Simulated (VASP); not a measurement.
# Al36H in VASP: single point with PBE+D3(BJ)

Aim: the single point of Al36H with PBE+D3(BJ).

Program: VASP 6.6.1. These are calculated values, not measurements. Logs are shortened: lines on timing, memory, paths and dates and some standing lists are left out, and cuts for length are marked.

### Step 1. The cell of the first run

The cell holds a slab with vacuum, 37 atoms: a = 5.629 Å, b = 5.629 Å, c = 35.907 Å, α = 90.00°, β = 90.00°, γ = 120.00°.

### Step 2. Single point, PBE+D3(BJ)

INCAR reads:

```
PREC = Accurate
ENCUT = 520
EDIFF = 1E-6
ISMEAR = 0
SIGMA = 0.1
LREAL = Auto
LASPH = True
NELM = 80
ALGO = Fast
ISIF = 2
LWAVE = False
LCHARG = False
LDIPOL = True
IDIPOL = 3
DIPOL = 0.5 0.5 0.378
GGA = PE
IVDW = 12
NBANDS = 78
```

KPOINTS reads:

```
regular mesh
0
Gamma
  6 6 1
```

POSCAR reads:

```
Al36H
1.0
    5.6288445219      0.0000000000      0.0000000000
   -2.8144222609      4.8747223499      0.0000000000
    0.0000000000      0.0000000000     35.9073562080
Al H
36 1
Direct
    0.1666666667      0.3333333333      0.1113977865
    0.1666666667      0.8333333333      0.1113977865
    0.6666666667      0.3333333333      0.1113977865
    0.6666666667      0.8333333333      0.1113977865
    0.0000000000      0.0000000000      0.1757372983
    0.0000000000      0.5000000000      0.1757372983
    0.5000000000      0.0000000000      0.1757372983
    0.5000000000      0.5000000000      0.1757372983
    0.3333333333      0.1666666667      0.2400768102
    0.3333333333      0.6666666667      0.2400768102
    0.8333333333      0.1666666667      0.2400768102
    0.8333333333      0.6666666667      0.2400768102
    0.0000000000      0.0000000000      0.3044163221
    0.0000000000      0.5000000000      0.3044163221
    0.5000000000      0.0000000000      0.3044163221
    0.5000000000      0.5000000000      0.3044163221
    0.1666666667      0.3333333333      0.3682539347
    0.1666666667      0.8333333333      0.3682539347
    0.6666666667      0.3333333333      0.3682539347
    0.6666666667      0.8333333333      0.3682539347
    0.0000000000      0.0000000000      0.4320699059
    0.0000000000      0.5000000000      0.4320699059
    0.5000000000      0.0000000000      0.4320699059
    0.5000000000      0.5000000000      0.4320699059
    0.3333333333      0.1666666667      0.4967844642
    0.3333333333      0.6666666667      0.4967844642
    0.8333333333      0.1666666667      0.4967844642
    0.8333333333      0.6666666667      0.4967844642
    0.0000000000      0.0000000000      0.5611166564
    0.0000000000      0.5000000000      0.5611166564
    0.5000000000      0.0000000000      0.5611166564
    0.5000000000      0.5000000000      0.5611166564
    0.1666666667      0.3333333333      0.6268174153
    0.1666666667      0.8333333333      0.6268174153
    0.6666666667      0.3333333333      0.6268174153
    0.6666666667      0.8333333333      0.6268174153
    0.1666666667      0.5000000000      0.7131506998
```

Potentials or basis: VASP PAW PBE potentials, release 64 (Al, H).

On the command line:

```console
> cat potpaw_PBE.64/Al/POTCAR potpaw_PBE.64/H/POTCAR > POTCAR
> mpirun -np 1 vasp_std > vasp.out
```

OUTCAR:

```text
PREC = Accurate
   ENCUT = 520
   EDIFF = 1E-6
   ISMEAR = 0
   LREAL = Auto
   LASPH = True
   NELM = 80
   ISIF = 2
   GGA = PE
   IVDW = 12
 IVDW          = 12

 ion  position               nearest neighbor table
   1  0.167  0.333  0.111-   2 2.81   2 2.81   3 2.81   3 2.81   4 2.81   4 2.81   5 2.82   8 2.82
                             6 2.82
   2  0.167  0.833  0.111-   1 2.81   1 2.81   4 2.81   4 2.81   3 2.81   3 2.81   6 2.82   7 2.82
                             5 2.82
   3  0.667  0.333  0.111-   4 2.81   4 2.81   1 2.81   1 2.81   2 2.81   2 2.81   7 2.82   6 2.82
                             8 2.82
   4  0.667  0.833  0.111-   3 2.81   3 2.81   2 2.81   2 2.81   1 2.81   1 2.81   8 2.82   5 2.82
                             7 2.82
   5  0.000  0.000  0.176-   6 2.81   6 2.81   7 2.81   7 2.81   8 2.81   8 2.81   1 2.82   4 2.82
                             2 2.82  12 2.82   9 2.82  11 2.82
   6  0.000  0.500  0.176-   5 2.81   5 2.81   8 2.81   8 2.81   7 2.81   7 2.81   2 2.82   3 2.82
                             1 2.82  11 2.82  10 2.82  12 2.82
   7  0.500  0.000  0.176-   8 2.81   8 2.81   5 2.81   5 2.81   6 2.81   6 2.81   3 2.82   2 2.82
                             4 2.82  10 2.82  11 2.82   9 2.82
   8  0.500  0.500  0.176-   7 2.81   7 2.81   6 2.81   6 2.81   5 2.81   5 2.81   4 2.82   1 2.82
                             3 2.82   9 2.82  12 2.82  10 2.82
   9  0.333  0.167  0.240-  10 2.81  10 2.81  11 2.81  11 2.81  12 2.81  12 2.81  16 2.82   8 2.82
[... 40 lines left out ...]
                            27 2.82  33 2.86  36 2.86  34 2.86
  30  0.000  0.500  0.561-  29 2.81  29 2.81  32 2.81  32 2.81  31 2.81  31 2.81  27 2.82  26 2.82
                            28 2.82  34 2.86  35 2.86  33 2.86
  31  0.500  0.000  0.561-  32 2.81  32 2.81  29 2.81  29 2.81  30 2.81  30 2.81  26 2.82  27 2.82
                            25 2.82  35 2.86  34 2.86  36 2.86
  32  0.500  0.500  0.561-  31 2.81  31 2.81  30 2.81  30 2.81  29 2.81  29 2.81  25 2.82  28 2.82
                            26 2.82  36 2.86  33 2.86  35 2.86
  33  0.167  0.333  0.627-  34 2.81  34 2.81  35 2.81  35 2.81  36 2.81  36 2.81  29 2.86  32 2.86
                            30 2.86
  34  0.167  0.833  0.627-  33 2.81  33 2.81  36 2.81  36 2.81  35 2.81  35 2.81  30 2.86  31 2.86
                            29 2.86
  35  0.667  0.333  0.627-  36 2.81  36 2.81  33 2.81  33 2.81  34 2.81  34 2.81  31 2.86  30 2.86
                            32 2.86
  36  0.667  0.833  0.627-  35 2.81  35 2.81  34 2.81  34 2.81  33 2.81  33 2.81  32 2.86  29 2.86
                            31 2.86
  37  0.167  0.500  0.713-

  LATTYP: Found a hexagonal cell.
 ALAT       =     5.6288445219
 C/A-ratio  =     6.3791700176

  Lattice vectors:

 A1 = (   5.6288445219,   0.0000000000,   0.0000000000)
 A2 = (  -2.8144222609,   4.8747223499,   0.0000000000)
 A3 = (   0.0000000000,   0.0000000000,  35.9073562080)

Analysis of symmetry for initial positions (statically):
=====================================================================
 Subroutine PRICEL returns:
 Original cell was already a primitive cell.

 Routine SETGRP: Setting up the symmetry group for a
 hexagonal supercell.

 Subroutine GETGRP returns: Found  1 space group operations
 (whereof  1 operations were pure point group operations)
 out of a pool of 24 trial point group operations.

The static configuration has the point symmetry C_1 .

Analysis of symmetry for dynamics (positions and initial velocities):
=====================================================================
 Subroutine PRICEL returns:
 Original cell was already a primitive cell.

 Routine SETGRP: Setting up the symmetry group for a
 hexagonal supercell.

 Subroutine GETGRP returns: Found  1 space group operations
 (whereof  1 operations were pure point group operations)
 out of a pool of 24 trial point group operations.

The dynamic configuration has the point symmetry C_1 .

 Subroutine INISYM returns: Found  1 space group operations
 (whereof  1 operations are pure point group operations),
 and found     1 'primitive' translations

----------------------------------------------------------------------------------------

                                     Primitive cell

  volume of cell :     985.2639

  direct lattice vectors                    reciprocal lattice vectors
     5.628844522  0.000000000  0.000000000     0.177656355  0.102569944  0.000000000
    -2.814422261  4.874722350  0.000000000     0.000000000  0.205139889  0.000000000
     0.000000000  0.000000000 35.907356208     0.000000000  0.000000000  0.027849447

  length of vectors
     5.628844522  5.628844522 35.907356208     0.205139889  0.205139889  0.027849447

  position of ions in fractional coordinates (direct lattice)
     0.166666667  0.333333333  0.111397786
[... 83 lines left out ...]
 generate k-points for:    6    6    1

 Generating k-lattice:

  Cartesian coordinates                     Fractional coordinates (reciprocal lattice)
     0.029609392  0.017094991  0.000000000     0.166666667 -0.000000000  0.000000000
     0.000000000  0.034189981  0.000000000     0.000000000  0.166666667  0.000000000
     0.000000000  0.000000000  0.027849447     0.000000000  0.000000000  1.000000000

  Length of vectors
     0.034189981  0.034189981  0.027849447

  Shift w.r.t. Gamma in fractional coordinates (k-lattice)
     0.000000000  0.000000000  0.000000000

 Subroutine IBZKPT returns following result:
 ===========================================

 Found     20 irreducible k-points:

 Following reciprocal coordinates:
            Coordinates               Weight
  0.000000  0.000000  0.000000      1.000000
  0.166667  0.000000  0.000000      2.000000
  0.000000  0.166667  0.000000      2.000000
 -0.166667  0.166667  0.000000      2.000000
  0.333333  0.000000  0.000000      2.000000
  0.000000  0.333333  0.000000      2.000000
[... 12 lines left out ...]
  0.500000 -0.166667  0.000000      2.000000
  0.333333  0.333333  0.000000      2.000000
   k-points           NKPTS =     20   k-points in BZ     NKDIM =     20   number of bands    NBANDS=     78
   number of dos      NEDOS =    301   number of ions     NIONS =     37
   total plane-waves  NPLWV = 476280
   dimension x,y,z NGX =    42 NGY =   42 NGZ =  270
   dimension x,y,z NGXF=    84 NGYF=   84 NGZF=  540
   ions per type =              36   1
   NGX,Y,Z   is equivalent  to a cutoff of  12.40, 12.40, 12.50 a.u.
   NGXF,Y,Z  is equivalent  to a cutoff of  24.81, 24.81, 25.00 a.u.
 SYSTEM =  unknown system
   PREC   = accura    normal or accurate (medium, high low for compatibility)
   ISTART =      0    job   : 0-new  1-cont  2-samecut
   ICHARG =      2    charge: 1-file 2-atom 10-const
   ISPIN  =      1    spin polarized calculation?
   LNONCOLLINEAR =      F non collinear calculations
   LSORBIT =      F    spin-orbit coupling
   LASPH  =      T    aspherical Exc in radial PAW
   ENCUT  =  520.0 eV  38.22 Ry    6.18 a.u.  10.47 10.47 66.76*2*pi/ulx,y,z
   NELM   =     80;   NELMIN=  2; NELMDL= -5     # of ELM steps
   EDIFF  = 0.1E-05   stopping-criterion for ELM
   LREAL  =      T    real-space projection
   EDIFFG = 0.1E-04   stopping-criterion for IOM
   NSW    =      0    number of steps for IOM
   IBRION =     -1    ionic relax: 0-MD 1-quasi-New 2-CG
   NFREE  =      0    steps in history (QN), initial steepest desc. (CG)
   ISIF   =      2    stress and relaxation
   ISYM   =      2    0-nonsym 1-usesym 2-fastsym
   POTIM  = 0.5000    time-step for ionic-motion
   TEBEG  =    0.0;   TEEND  =   0.0 temperature during run
   PSTRESS=    0.0 pullay stress
   NELECT =     109.0000    total number of electrons
   NUPDOWN=      -1.0000    fix difference up-down
   EMIN   =  10.00;   EMAX   =-10.00  energy-range for DOS
   EFERMI =   0.00;   METHOD = LEGACY
   ISMEAR =     0;   SIGMA  =   0.10  broadening in eV -4-tet -1-fermi 0-gaus
   EFERMI_NEDOS =   21; number of points for ismear=-14 and -15
   IALGO  =     68    algorithm
   IMIX   =      4    mixing-type and parameters
     AMIX     =   0.40;   BMIX     =  1.00
     AMIX_MAG =   1.60;   BMIX_MAG =  1.00
  volume/ion in A,a.u.               =      26.63       179.70
  Fermi-wavevector in a.u.,A,eV,Ry     =   0.785898  1.485132  8.403442  0.617636
  Thomas-Fermi vector in A             =   1.890327
   LORBIT       =      0    0 simple, 1 ext, 2 COOP (PROOUT), +10 PAW based schemes
   GGA     = PE    functional components
   LHFCALC =     F    Hartree Fock is set to
   AEXX    =    0.0000 exact exchange contribution
   IVDW    =    12    specifies the selected vdW correction
   LEPSILON=     F    determine dielectric tensor
   LRPA    =     F    only Hartree local field effects (RPA)
 non-spin polarized calculation
 RMM-DIIS sequential band-by-band and
 Gauss-broadening in eV      SIGMA  =   0.10
  energy-cutoff  :      520.00
  volume of cell :      985.26
 maximum number of plane-waves:     26641
 NGX is ok and might be reduce to    42
   NGX = 21   NGY = 21   NGZ =133

 dipolmoment           0.000000      0.000000     -0.228856 electrons x Angstroem

 number of electron     109.0000000 magnetization

 dipolmoment           0.000000      0.000000      0.306540 electrons x Angstroem

 Free energy of the ion-electron system (eV)
  ---------------------------------------------------
  ext. energy  EPLUGINS =         0.00000000
  ---------------------------------------------------
  free energy    TOTEN  =      -132.42923980 eV

  energy without entropy =     -132.33927262  energy(sigma->0) =     -132.38425621

 E-fermi :   2.8159     XC(G=0):  -6.6603

 val. band max:        2.8126956179   @ k =  -0.1667   0.1667   0.0000
 cond. band min:       2.8163873503   @ k =   0.1667   0.1667   0.0000
 fundamental gap:      0.0036917324
 Fermi energy:         2.8158691268

 k-point     1 :       0.0000    0.0000    0.0000
  band No.  band energies     occupation
      1      -8.4896      2.00000
      2      -8.2253      2.00000
      3      -7.8391      2.00000
      4      -7.2861      2.00000
      5      -6.6066      2.00000
      6      -5.7923      2.00000
[... 1369 lines left out ...]
     65       5.4282      0.00000
     66       5.4295      0.00000
 [bands above 66 left out]

------------------------ aborting loop because EDIFF is reached ----------------------------------------

 vacuum level on the upper side and lower side of the slab       (xc-potential included)         0.842        -1.136

 Edisp (eV)  -11.25936

 E8    (eV) :    -5.1027

  FORCE on cell =-STRESS in cart. coord.  units (eV):
  Direction    XX          YY          ZZ          XY          YZ          ZX
  --------------------------------------------------------------------------------------
  -------------------------------------------------------------------------------------
  Total      -3.81075    -3.93610    -1.88728     0.13187    -0.14410     0.11165
  in kB      -6.19681    -6.40065    -3.06897     0.21444    -0.23432     0.18156
  external pressure =       -5.22 kB  Pullay stress =        0.00 kB

 VOLUME and BASIS-vectors are now :
 -----------------------------------------------------------------------------
  energy-cutoff  :      520.00
  volume of cell :      985.26
      direct lattice vectors                 reciprocal lattice vectors
     5.628844522  0.000000000  0.000000000     0.177656355  0.102569944  0.000000000
    -2.814422261  4.874722350  0.000000000     0.000000000  0.205139889  0.000000000
     0.000000000  0.000000000 35.907356208     0.000000000  0.000000000  0.027849447

 POSITION                                       TOTAL-FORCE (eV/Angst)
 -----------------------------------------------------------------------------------
      0.00000      1.62491      4.00000        -0.011861      0.016837     -0.112390
     -1.40721      4.06227      4.00000         0.008070     -0.020266     -0.107037
      2.81442      1.62491      4.00000         0.013107      0.009449     -0.104469
      1.40721      4.06227      4.00000        -0.008993     -0.005931     -0.108354
      0.00000      0.00000      6.31026         0.001338      0.023641      0.121351
     -1.40721      2.43736      6.31026         0.034388     -0.002394      0.102097
[... 29 lines left out ...]
      1.40721      4.06227     22.50736         0.009663      0.006562      0.050651
     -0.46907      2.43736     25.60736         0.033340     -0.053187     -0.900818
 -----------------------------------------------------------------------------------
    total drift:                               -0.000065      0.000060     -0.028682

  FREE ENERGIE OF THE ION-ELECTRON SYSTEM (eV)
  ---------------------------------------------------
  free  energy   TOTEN  =      -143.6886026695 eV

  energy  without entropy=     -143.5986354819  energy(sigma->0) =     -143.64361908

 vacuum level on the upper side and lower side of the slab         8.803         6.795
```

It took 86 min on 1 thread of Oxide Virtual Turin-like, shared host; peak memory 1.4 GiB.

Results:

| Property | Result |
| --- | --- |
| Free energy | -143.6886 eV |
| Largest force | 0.903 eV/Å |
| Band gap on the k mesh | zero (an odd number of electrons rules out a gap without spin polarisation) |
| Dispersion energy per atom | -0.304 eV |

Forces on the atoms (eV/Å):
```
Al  -0.012  0.017 -0.112
Al   0.008 -0.020 -0.107
Al   0.013  0.009 -0.104
Al  -0.009 -0.006 -0.108
Al   0.001  0.024  0.121
Al   0.034 -0.002  0.102
Al   0.000 -0.018  0.131
Al  -0.035 -0.003  0.120
Al  -0.007  0.007 -0.026
Al  -0.013 -0.020 -0.027
Al   0.007  0.022 -0.023
Al   0.013 -0.012 -0.024
Al  -0.004  0.005  0.006
Al   0.022  0.004  0.041
Al   0.004 -0.017  0.005
Al  -0.020  0.009  0.019
Al  -0.012  0.016  0.020
Al   0.006 -0.019  0.001
Al   0.011  0.007 -0.018
Al  -0.004 -0.006  0.000
Al  -0.008  0.009  0.001
Al   0.023 -0.002 -0.008
Al   0.002 -0.012  0.038
Al  -0.024  0.004  0.011
Al   0.006  0.002  0.005
Al  -0.003 -0.005 -0.043
Al   0.003  0.002 -0.014
Al  -0.002  0.009  0.008
Al   0.005 -0.007 -0.023
Al   0.001  0.000  0.028
Al  -0.017  0.017 -0.025
Al   0.006 -0.012 -0.007
Al  -0.056  0.080  0.612
Al   0.012 -0.029  0.186
Al   0.006 -0.005  0.064
Al   0.010  0.007  0.051
H    0.033 -0.053 -0.901
```
